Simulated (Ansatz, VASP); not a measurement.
## ZnAg2S2: VASP beside Ansatz

```xyz
5
Lattice="4.2798 0.0000 0.0000 -2.1399 3.7064 0.0000 0.0000 0.0000 8.0134" Properties=species:S:1:pos:R:3 pbc="T T T"
Zn    2.1399    1.2355    0.0000
Ag    2.1399    1.2355    4.0067
Ag    0.0000    0.0000    0.0000
S     0.0000    2.4709    5.7079
S     0.0000    2.4709    2.3055
```

Change from the starting cell: species swapped into the Sr2ZnSb2 type (P-6m2, No. 187).

Alike in both runs: task single point; functional PBE; k mesh 6 × 6 × 2; occupations gaussian, width 0.1 eV; no spin polarisation.

|  | VASP | Ansatz |
| --- | --- | --- |
| version | VASP 6.6.1 | Ansatz 0.2.0 |
| potentials or method | VASP PAW PBE potentials, release 64 (Zn, Ag, S), cutoff 520 eV | scalar-relativistic, plane waves, PAW |
| valence electrons in the cell | 46 | 62 |

VASP gave:

```
gap on the k mesh at the Fermi level (eV)                     : none
pressure (GPa)                                                : -6.9
traceless stress, the component that is largest in VASP (GPa) : -5.66
rms of the force components (eV/Å)                            : 0.065
```

Question: Estimate Ansatz's values.

Answer: gap on the k mesh at the Fermi level (eV): none; pressure (GPa): -6.9; traceless stress, the component that is largest in VASP (GPa): -5.59; rms of the force components (eV/Å): 0.065.

Atom by atom the forces differ by 0.000 eV/Å (rms over components). A gap of «none» marks a metal or a gap that the smearing closes. VASP's potentials hold 46 valence electrons a cell and Ansatz's 62, so a difference there can come from the potentials and not from the codes.

The k mesh is coarse, so the values compare programs but aren't converged.
